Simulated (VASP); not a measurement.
Input of a VASP 6.6.1 run:

The input INCAR:

```
PREC = Accurate ; ENCUT = 520
EDIFF = 1E-6 ; ISMEAR = -1
SIGMA = 0.08 ; LREAL = F
LASPH = T ; NELM = 100
ALGO = Normal ; ISIF = 2
LWAVE = F ; LCHARG = F
GGA = PE ; NBANDS = 16
```

KPOINTS

```
regular mesh
0
Gamma
  6 6 6
```

The input POSCAR:

```
Cs
1.0
    0.0000000000      5.3051878442      5.3051878442
    5.3051878442      0.0000000000      5.3051878442
    5.3051878442      5.3051878442      0.0000000000
Cs
2
Direct
   -0.1250000000     -0.1250000000     -0.1250000000
    0.1250000000      0.1250000000      0.1250000000
```

Potentials or basis: VASP PAW PBE potentials, release 64 (Cs_sv).

Launch:

```sh
$ cat potpaw_PBE.64/Cs_sv/POTCAR > POTCAR
$ mpirun -np 1 vasp_std > vasp.out
```

**Question.** Predict the pressure.

**Answer.** 0.2 GPa.

**Question.** Estimate the band gap on the k mesh.

**Answer.** Zero (bands 9 and 10 overlap by 0.16 eV).

Caveat: spin-orbit coupling is left out, which moves the levels of the heavy elements.
